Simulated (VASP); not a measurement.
A run of VASP 6.6.1:

The input INCAR:

```
SYSTEM = N
PREC     = Accurate       ! precision mode
ENCUT    = 600            ! plane-wave cutoff, eV
EDIFF    = 1E-6           ! SCF threshold, eV
ISMEAR   = -1             ! smearing method
SIGMA    = 0.1            ! smearing width, eV
LREAL    = .FALSE.        ! projectors in reciprocal space
LASPH    = .TRUE.         ! aspherical terms in the spheres
NELM     = 120            ! most SCF steps
ALGO     = Normal         ! electronic algorithm
ISIF     = 2              ! what is computed and relaxed
LWAVE    = .FALSE.        ! write WAVECAR
LCHARG   = .FALSE.        ! write CHGCAR
GGA      = PS             ! functional
NBANDS   = 8              ! bands
GGA_COMPAT= .FALSE.
```

KPOINTS

```
Automatic mesh
0
G
  8 8 8
  0 0 0
```

File POSCAR:

```
N
1.0
    0.0000000000      1.8075000000      1.8075000000
    1.8075000000      0.0000000000      1.8075000000
    1.8075000000      1.8075000000      0.0000000000
N
1
Direct
    0.2500000000      0.2500000000      0.2500000000
```

Potentials or basis: VASP PAW PBE potentials, release 64 (N).

Run with:

```bash
$ cat potpaw_PBE.64/N/POTCAR > POTCAR
$ mpirun -np 1 vasp_std > vasp.out
```

Hardware: 1 thread of Intel Xeon 8259CL, on a shared host.

**Question.** Estimate the wall time of this run.

**Answer.** It took 5.5 s on 1 thread of Intel Xeon 8259CL, with other jobs on the host, peak memory 0.11 GiB. Counts: scf iterations 10, k points 29.
